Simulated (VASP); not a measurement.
# Sb (Fm-3m) in VASP: notebook, part 2 of 2

VASP 6.6.1. Earlier steps stand in the parts before.

## 3. Single point, LDA

INCAR

```
PREC = Accurate
ENCUT = 520
EDIFF = 1E-6
ISMEAR = -1
SIGMA = 0.05
LREAL = False
LASPH = True
NELM = 80
ALGO = Normal
ISIF = 2
LWAVE = False
LCHARG = False
GGA = CA
NBANDS = 14
```

KPOINTS

```
regular mesh
0
Gamma
  14 14 5
```

POSCAR

```
Sb
1.0
    0.0000000000      2.3430181388     -2.3430181388
   -2.3430181388      0.0000000000      2.3430181388
    4.6860362776      4.6860362776      4.6860362776
Sb
3
Direct
    0.0000000000      0.0000000000      0.0000000000
    0.3333333330      0.6666666670      0.3333333330
    0.6666666670      0.3333333330      0.6666666670
```

Potentials or basis: VASP PAW LDA potentials, release 64 (Sb).

Run with:

```
cat potpaw_LDA.64/Sb/POTCAR > POTCAR
mpirun -np 1 vasp_std > vasp.out
```

OUTCAR:

```text
PREC = Accurate
   ENCUT = 520
   EDIFF = 1E-6
   ISMEAR = -1
   LREAL = False
   LASPH = True
   NELM = 80
   ISIF = 2
   GGA = CA

 ion  position               nearest neighbor table
   1  0.000  0.000  0.000-   2 3.31   3 3.31   3 3.31   2 3.31   3 3.31   2 3.31
   2  0.333  0.667  0.333-   1 3.31   1 3.31   1 3.31   3 3.31   3 3.31   3 3.31
   3  0.667  0.333  0.667-   1 3.31   1 3.31   1 3.31   2 3.31   2 3.31   2 3.31

  LATTYP: Found a hexagonal cell.
 ALAT       =     3.3135280288
 C/A-ratio  =     2.4494897428

  Lattice vectors:

 A1 = (   0.0000000000,   2.3430181388,  -2.3430181388)
 A2 = (  -2.3430181388,   0.0000000000,   2.3430181388)
 A3 = (   4.6860362776,   4.6860362776,   4.6860362776)

Analysis of symmetry for initial positions (statically):
=====================================================================
 Subroutine PRICEL returns following result:

  LATTYP: Found a face centered cubic cell.
 ALAT       =     4.6860362729

  Lattice vectors:

 A1 = (   2.3430181365,   2.3430181365,   0.0000000000)
 A2 = (  -0.0000000023,   2.3430181365,   2.3430181388)
 A3 = (   2.3430181435,   0.0000000047,   2.3430181388)

   3 primitive cells build up your supercell.

 Routine SETGRP: Setting up the symmetry group for a
 hexagonal supercell.

 Subroutine GETGRP returns: Found 12 space group operations
 (whereof 12 operations were pure point group operations)
 out of a pool of 24 trial point group operations.

The static configuration has the point symmetry D_3d.

Analysis of symmetry for dynamics (positions and initial velocities):
=====================================================================
 Subroutine PRICEL returns following result:

  LATTYP: Found a face centered cubic cell.
 ALAT       =     4.6860362729

  Lattice vectors:

 A1 = (   2.3430181365,   2.3430181365,   0.0000000000)
 A2 = (  -0.0000000023,   2.3430181365,   2.3430181388)
 A3 = (   2.3430181435,   0.0000000047,   2.3430181388)

   3 primitive cells build up your supercell.

 Routine SETGRP: Setting up the symmetry group for a
 hexagonal supercell.

 Subroutine GETGRP returns: Found 12 space group operations
 (whereof 12 operations were pure point group operations)
 out of a pool of 24 trial point group operations.

The dynamic configuration has the point symmetry D_3d.

 Subroutine INISYM returns: Found 12 space group operations
 (whereof 12 operations are pure point group operations),
 and found     3 'primitive' translations

----------------------------------------------------------------------------------------

                                     Primitive cell

  volume of cell :      25.7251

  direct lattice vectors                    reciprocal lattice vectors
     2.343018136  2.343018136  0.000000000     0.213399969  0.213399971 -0.213399970
    -0.000000002  2.343018136  2.343018139    -0.213399970  0.213399970  0.213399970
[... 43 lines left out ...]
  0.214286  0.000000  0.000000      6.000000
  0.285714  0.000000  0.000000      6.000000
  0.357143  0.000000  0.000000      6.000000
[... 16 lines left out ...]
  0.285714  0.285714  0.000000      6.000000
  0.357143  0.285714 -0.000000      6.000000
 [... further k-points ...]
   k-points           NKPTS =    104   k-points in BZ     NKDIM =    104   number of bands    NBANDS=     14
   number of dos      NEDOS =    301   number of ions     NIONS =      3
   total plane-waves  NPLWV =  47040
   dimension x,y,z NGX =    28 NGY =   28 NGZ =   60
   dimension x,y,z NGXF=    56 NGYF=   56 NGZF=  120
   ions per type =               3
   NGX,Y,Z   is equivalent  to a cutoff of  14.05, 14.05, 12.29 a.u.
   NGXF,Y,Z  is equivalent  to a cutoff of  28.10, 28.10, 24.58 a.u.
 SYSTEM =  unknown system
   PREC   = accura    normal or accurate (medium, high low for compatibility)
   ISTART =      0    job   : 0-new  1-cont  2-samecut
   ICHARG =      2    charge: 1-file 2-atom 10-const
   ISPIN  =      1    spin polarized calculation?
   LNONCOLLINEAR =      F non collinear calculations
   LSORBIT =      F    spin-orbit coupling
   LASPH  =      T    aspherical Exc in radial PAW
   ENCUT  =  520.0 eV  38.22 Ry    6.18 a.u.   6.16  6.16 15.09*2*pi/ulx,y,z
   NELM   =     80;   NELMIN=  2; NELMDL= -5     # of ELM steps
   EDIFF  = 0.1E-05   stopping-criterion for ELM
   LREAL  =      F    real-space projection
   EDIFFG = 0.1E-04   stopping-criterion for IOM
   NSW    =      0    number of steps for IOM
   IBRION =     -1    ionic relax: 0-MD 1-quasi-New 2-CG
   NFREE  =      0    steps in history (QN), initial steepest desc. (CG)
   ISIF   =      2    stress and relaxation
   ISYM   =      2    0-nonsym 1-usesym 2-fastsym
   POTIM  = 0.5000    time-step for ionic-motion
   TEBEG  =    0.0;   TEEND  =   0.0 temperature during run
   PSTRESS=    0.0 pullay stress
   NELECT =      15.0000    total number of electrons
   NUPDOWN=      -1.0000    fix difference up-down
   EMIN   =  10.00;   EMAX   =-10.00  energy-range for DOS
   EFERMI =   0.00;   METHOD = LEGACY
   ISMEAR =    -1;   SIGMA  =   0.05  broadening in eV -4-tet -1-fermi 0-gaus
   EFERMI_NEDOS =   21; number of points for ismear=-14 and -15
   IALGO  =     38    algorithm
   IMIX   =      4    mixing-type and parameters
     AMIX     =   0.40;   BMIX     =  1.00
     AMIX_MAG =   1.60;   BMIX_MAG =  1.00
  volume/ion in A,a.u.               =      25.73       173.60
  Fermi-wavevector in a.u.,A,eV,Ry     =   0.948300  1.792028 12.235356  0.899273
  Thomas-Fermi vector in A             =   2.076476
   LORBIT       =      0    0 simple, 1 ext, 2 COOP (PROOUT), +10 PAW based schemes
   GGA     = CA    functional components
   LHFCALC =     F    Hartree Fock is set to
   AEXX    =    0.0000 exact exchange contribution
   IVDW    =     0    specifies the selected vdW correction
   LEPSILON=     F    determine dielectric tensor
   LRPA    =     F    only Hartree local field effects (RPA)
 non-spin polarized calculation
  energy-cutoff  :      520.00
  volume of cell :       77.18
 maximum number of plane-waves:      2095
 NGX is ok and might be reduce to    28
   NGX = 13   NGY = 13   NGZ = 31

 number of electron      14.9999999 magnetization

 Free energy of the ion-electron system (eV)
  ---------------------------------------------------
  ext. energy  EPLUGINS =         0.00000000
  ---------------------------------------------------
  free energy    TOTEN  =       -13.59316584 eV

  energy without entropy =      -13.56927692  energy(sigma->0) =      -13.58122138

 E-fermi :   9.0669     XC(G=0): -10.5699

 val. band max:        9.0667524097   @ k =   0.3571   0.0714  -0.0000
 cond. band min:       9.0695437882   @ k =   0.2143   0.1429   0.2000
 fundamental gap:      0.0027913785
 Fermi energy:         9.0668647730

 k-point     1 :       0.0000    0.0000    0.0000
  band No.  band energies     occupation
      1      -4.2847      2.00000
      2      -2.0577      2.00000
      3      -2.0577      2.00000
      4       5.8474      2.00000
      5       5.8474      2.00000
      6      13.1250      0.00000
      7      13.1250      0.00000
      8      13.1250      0.00000
      9      13.1250      0.00000
     10      14.5870      0.00000
     11      14.5870      0.00000
     12      14.5871      0.00000
     13      17.3050      0.00000
     14      17.3050      0.00000
[... 377 lines left out ...]
      1       0.6815      2.00000
      2       0.6815      2.00000
      3       1.2504      2.00000
      4       5.0390      2.00000
      5       5.0390      2.00000
      6       5.0914      2.00000
      7       5.5673      2.00000
      8       6.1931      2.00000
      9       6.1931      2.00000
     10      10.5069      0.00000
     11      11.0264      0.00000
     12      11.0264      0.00000
     13      14.3414      0.00000
     14      14.9760      0.00000

 [... further k-points ...]

------------------------ aborting loop because EDIFF is reached ----------------------------------------

  FORCE on cell =-STRESS in cart. coord.  units (eV):
  Direction    XX          YY          ZZ          XY          YZ          ZX
  --------------------------------------------------------------------------------------
  -------------------------------------------------------------------------------------
  Total        0.0465242      0.0465242      0.0465242     -0.1439630     -0.1439630     -0.1439630
  in kB        0.9658533      0.9658533      0.9658533     -2.9887064     -2.9887064     -2.9887064
  external PRESSURE =       0.9658533 kB  Pullay stress =       0.0000000 kB

 VOLUME and BASIS-vectors are now :
 -----------------------------------------------------------------------------
  energy-cutoff  :      520.00
  volume of cell :       77.18
      direct lattice vectors                 reciprocal lattice vectors
     0.000000000  2.343018139 -2.343018139    -0.142266647  0.284533293 -0.142266647
    -2.343018139  0.000000000  2.343018139    -0.284533293  0.142266647  0.142266647
     4.686036278  4.686036278  4.686036278     0.071133323  0.071133323  0.071133323

 POSITION                                       TOTAL-FORCE (eV/Angst)
 -----------------------------------------------------------------------------------
      0.00000      0.00000      0.00000        -0.000000     -0.000000     -0.000000
     -0.00000      2.34302      2.34302         0.000000      0.000000     -0.000000
      2.34302      4.68604      2.34302        -0.000000     -0.000000      0.000000
 -----------------------------------------------------------------------------------
    total drift:                               -0.000000      0.000000      0.000000

  FREE ENERGIE OF THE ION-ELECTRON SYSTEM (eV)
  ---------------------------------------------------
  free  energy   TOTEN  =       -13.5931658388 eV

  energy  without entropy=      -13.5692769174  energy(sigma->0) =      -13.58122138
```

stdout:

```text
POSCAR found type information on POSCAR Sb
 POSCAR found :  1 types and       3 ions
 scaLAPACK will be used
 LDA part: xc-table for (Slater(with rela. corr.)+CA(PZ))
 , standard interpolation
 POSCAR, INCAR and KPOINTS ok, starting setup
 FFT: planning ... GRIDC
 FFT: planning ... GRID_SOFT
 FFT: planning ... GRID
 WAVECAR not read
 entering main loop
```

Run time: 65 s. Hardware: 1 thread of Intel Xeon Platinum 8488C (Sapphire Rapids), shared host; peak memory 0.22 GiB.

Results:

* Free energy: -13.5932 eV
* Pressure: 0.1 GPa
* Band gap on the k mesh: zero (an odd number of electrons rules out a gap without spin polarisation)

Levels at points of the mesh, in eV from the Fermi level:
```
           k point  band 4  band 5  band 6  band 7  band 8  band 9  band 10  band 11
(0.00, 0.00, 0.00)   -3.22   -3.22    4.06    4.06    4.06    4.06     5.52     5.52
(0.50, 0.00, 0.00)   -5.20   -5.17   -5.17    0.31    0.31    0.93     0.93     2.48
```

Caveat: spin-orbit coupling is left out, which moves the levels of the heavy elements.
